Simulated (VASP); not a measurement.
Write the native input for VASP 6.6.1 that does the following.

- Task: single point
- Functional: r2SCAN
- Potentials or basis: VASP PAW PBE potentials, release 64 (Ca_sv, F)
- Cutoff: 660 eV
- k mesh: 8 × 8 × 8
- Occupations: gaussian, width 0.02 eV
- Spin: no spin polarisation
- Dipole correction: no
- Further INCAR settings: ALGO = Normal; EDIFF = 1e-06; NBANDS = 19

The system is CaF2.

```
Ca F
1.0
     0.00000    2.75521    2.75521
     2.75521    0.00000    2.75521
     2.75521    2.75521    0.00000
Ca F
1 2
Direct
  0.00000 0.00000 0.00000
  0.25000 0.25000 0.25000
  0.75000 0.75000 0.75000
```

These files were run (other wordings do the same):

POSCAR

```
CaF2
1.0
    0.0000000000      2.7552132783      2.7552132783
    2.7552132783      0.0000000000      2.7552132783
    2.7552132783      2.7552132783      0.0000000000
Ca F
1 2
Direct
    0.0000000000      0.0000000000      0.0000000000
    0.2500000000      0.2500000000      0.2500000000
    0.7500000000      0.7500000000      0.7500000000
```

INCAR.step1

```
SYSTEM = CaF2
ALGO = Normal ; EDIFF = 1E-5
ENCUT = 660 ; GGA = PE
GGA_COMPAT = .FALSE. ; ISMEAR = 0
LASPH = .TRUE. ; LCHARG = .FALSE.
LREAL = .FALSE. ; LWAVE = .TRUE.
NBANDS = 19 ; NELM = 120
PREC = Accurate ; SIGMA = 0.02
```

INCAR.step2

```
SYSTEM = CaF2
ALGO = Normal ; EDIFF = 1E-6
ENCUT = 660 ; GGA_COMPAT = .FALSE.
ISIF = 2 ; ISMEAR = 0
ISTART = 1 ; LASPH = .TRUE.
LCHARG = .FALSE. ; LMIXTAU = .TRUE.
LREAL = .FALSE. ; LWAVE = .FALSE.
METAGGA = R2SCAN ; NBANDS = 19
NELM = 120 ; PREC = Accurate
SIGMA = 0.02
```

KPOINTS

```
k-points
0
G
  8 8 8
  0 0 0
```

Potentials or basis: VASP PAW PBE potentials, release 64 (Ca_sv, F).

The run is started by

```bash
$ cat potpaw_PBE.64/Ca_sv/POTCAR potpaw_PBE.64/F/POTCAR > POTCAR
$ cp INCAR.step1 INCAR
$ mpirun -np 1 vasp_std > vasp.out
$ cp INCAR.step2 INCAR
$ mpirun -np 1 vasp_std > vasp.out
```

It gave:

- Pressure: -2.9 GPa
- Band gap on the k mesh: 7.80 eV, indirect (least direct gap 8.05 eV)

Caveat: the PAW data sets were made with another functional, which shifts forces and pressure a little.

Run time: 2.1 min on 1 thread of AMD EPYC 9R45 96-Core Processor (Zen 5), with other jobs on the host, peak memory 0.19 GiB.
